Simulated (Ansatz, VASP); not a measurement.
# Two plane-wave programs on Si

```xyz
2
Lattice="0.0000 2.7155 2.7155 2.7155 0.0000 2.7155 2.7155 2.7155 0.0000" Properties=species:S:1:pos:R:3 pbc="T T T"
Si    0.0000    0.0000    0.0000
Si    1.3577    1.3577    1.3577
```

Alike in both runs: task single point; functional PBE; k mesh 6 × 6 × 6; occupations gaussian, width 0.1 eV; no spin polarisation.

|  | VASP | Ansatz |
| --- | --- | --- |
| version | VASP 6.6.1 | Ansatz 0.2.0 |
| potentials or method | VASP PAW PBE potentials, release 64 (Si), cutoff 500 eV | scalar-relativistic, plane waves, PAW |
| valence electrons in the cell | 8 | 8 |

|  | VASP | Ansatz | Ansatz less VASP |
| --- | --- | --- | --- |
| gap on the k mesh at the Fermi level (eV) | 0.71 | 0.71 | -0.002 |
| least direct gap on the mesh (eV) | 2.56 | 2.56 | -0.005 |
| pressure (GPa) | 2.0 | 2.1 | +0.08 |
